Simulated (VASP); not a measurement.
Runs of VASP 6.6.1 on Sn3Te. The structure is that of space group I4/mmm (No. 139), or close to it. The cells are those of the table. 

| level | potentials or basis | cell | further INCAR settings | gap on the mesh (eV) | pressure (GPa) |
| --- | --- | --- | --- | --- | --- |
| PBE | VASP PAW PBE potentials, release 64 (Te, Sn_d) | a = 6.405 Å, angles 137.9, 137.9, 61.1°, 4 atoms | ALGO = Fast; EDIFF = 1e-06; NBANDS = 32 | none | (b) |
| PBE | VASP PAW PBE potentials, release 64 (Te, Sn_d) | a = 6.489 Å, angles 137.9, 137.9, 61.1°, 4 atoms | ALGO = Fast; EDIFF = 1e-07; NBANDS = 32 | none | -2.0 |
| LDA | VASP PAW LDA potentials, release 64 (Te, Sn_d) | a = 6.530 Å, angles 137.9, 137.9, 61.1°, 4 atoms | ALGO = Fast; EDIFF = 1e-06; NBANDS = 32 | none | (a) |
| PBE | VASP PAW PBE potentials, release 64 (Te, Sn_d) | a = 6.447 Å, angles 137.9, 137.9, 61.1°, 4 atoms | ALGO = Fast; EDIFF = 1e-06; NBANDS = 32 | none | -1.3 |
| LDA | VASP PAW LDA potentials, release 64 (Te, Sn_d) | a = 6.489 Å, angles 137.9, 137.9, 61.1°, 4 atoms | ALGO = Fast; EDIFF = 1e-06; NBANDS = 32 | none | -5.4 |
| LDA | VASP PAW LDA potentials, release 64 (Te, Sn_d) | a = 6.447 Å, angles 137.9, 137.9, 61.1°, 4 atoms | ALGO = Fast; EDIFF = 1e-07; NBANDS = 32 | none | -4.8 |
| PBE | VASP PAW PBE potentials, release 64 (Te, Sn_d) | a = 6.530 Å, angles 137.9, 137.9, 61.1°, 4 atoms | ALGO = Fast; EDIFF = 1e-07; NBANDS = 32 | none | -2.6 |

Alike in all rows: task single point; no spin polarisation; k mesh 8 × 8 × 8; cutoff (eV) 520; smearing fermi-dirac 0.05 eV.

**Question.** Fill in the values left out.

**Answer.** (a) -6.0; (b) -0.5.

Caveats: spin-orbit coupling is left out, which moves the levels of the heavy elements; semilocal functionals underestimate gaps, so a narrow gap can read as zero (at least some runs); the cell stands under tension (at least some runs).

A k mesh can miss the band edges, and the runs leave out spin-orbit coupling on Sn, Te.

A gap of «none» marks levels without a gap at the run's occupations.
